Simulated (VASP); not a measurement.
Runs of VASP 6.6.1 on Mg. The structure is that of space group P6_3/mmc (No. 194), or close to it. The cells are those of the table. 

```tsv
cell	k mesh	gap on the mesh (eV)	pressure (GPa)
a = 3.235, b = 3.235, c = 6.122 Å, angles 105.2, 105.2, 120.0°, 2 atoms	12 × 12 × 8	none	(b)
a = 3.146, b = 3.146, c = 5.954 Å, angles 105.2, 105.2, 120.0°, 2 atoms	21 × 21 × 10	none	3.2
a = 3.278, b = 3.278, c = 6.203 Å, angles 105.2, 105.2, 120.0°, 2 atoms	21 × 21 × 10	none	-1.4
a = 3.319, b = 3.319, c = 6.281 Å, angles 105.2, 105.2, 120.0°, 2 atoms	21 × 21 × 10	none	(a)
a = 3.100, b = 3.100, c = 5.867 Å, angles 105.2, 105.2, 120.0°, 2 atoms	21 × 21 × 10	none	5.5
```

Alike in all rows: task single point; level revPBE; potentials or basis VASP PAW PBE potentials, release 64 (Mg); no spin polarisation; cutoff (eV) 520; smearing fermi-dirac 0.1 eV.

Question: Estimate the missing entries.

Answer: (a) -2.4; (b) -0.2.

Caveats: the PAW data sets were made with another functional, which shifts forces and pressure a little.

A gap of «none» marks levels without a gap at the run's occupations.
